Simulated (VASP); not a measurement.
Input of a VASP 6.6.1 run:

Contents of POSCAR:

```
Ba2BiSb2
1.0
   -2.3847420000      3.8173950000      4.9158680000
    4.7694840000      0.0000000000      0.0000000000
    2.3847420000      3.8173950000     -4.9158680000
Bi Ba Sb
1 2 2
Direct
    0.0000000000      0.0000000000      0.0000000000
    0.7202100000      0.2202100000      0.2797900000
    0.2797900000      0.7797900000      0.7202100000
    0.7016000000      0.5000000000      0.7016000000
    0.2984000000      0.5000000000      0.2984000000
```

The input INCAR.step1:

```
SYSTEM = Ba2BiSb2
PREC = Accurate ; ENCUT = 520
ISMEAR = 0 ; SIGMA = 0.0144
LREAL = .FALSE. ; LASPH = .TRUE.
NELM = 60 ; NBANDS = 30
GGA = PE ; ALGO = Normal
EDIFF = 1E-4 ; LWAVE = .TRUE.
LCHARG = .FALSE.
```

File INCAR.step2:

```
SYSTEM = Ba2BiSb2
PREC = Accurate ; ENCUT = 520
EDIFF = 1E-6 ; ISMEAR = 0
SIGMA = 0.0144 ; LREAL = .FALSE.
LASPH = .TRUE. ; NELM = 60
ALGO = Normal ; ISIF = 2
LWAVE = .FALSE. ; LCHARG = .FALSE.
METAGGA = R2SCAN ; LMIXTAU = .TRUE.
NBANDS = 30 ; ISTART = 1
```

Contents of KPOINTS:

```
Automatic mesh
0
G
  6 6 6
  0 0 0
```

Potentials or basis: VASP PAW PBE potentials, release 64 (Bi_d, Ba_sv, Sb).

Command:

```bash
$ cat potpaw_PBE.64/Bi_d/POTCAR potpaw_PBE.64/Ba_sv/POTCAR potpaw_PBE.64/Sb/POTCAR > POTCAR
$ cp INCAR.step1 INCAR
$ mpirun -np 1 vasp_std > vasp.out
$ cp INCAR.step2 INCAR
$ mpirun -np 1 vasp_std > vasp.out
```

(1) Predict the largest force.

(2) Estimate the pressure.

(3) Estimate the band gap on the k mesh.

Answers

(1) 0.015 eV/Å.

(2) 2.0 GPa.

(3) zero (an odd number of electrons rules out a gap without spin polarisation).

Caveat: the PAW data sets were made with another functional, which shifts forces and pressure a little; spin-orbit coupling is left out, which moves the levels of the heavy elements.
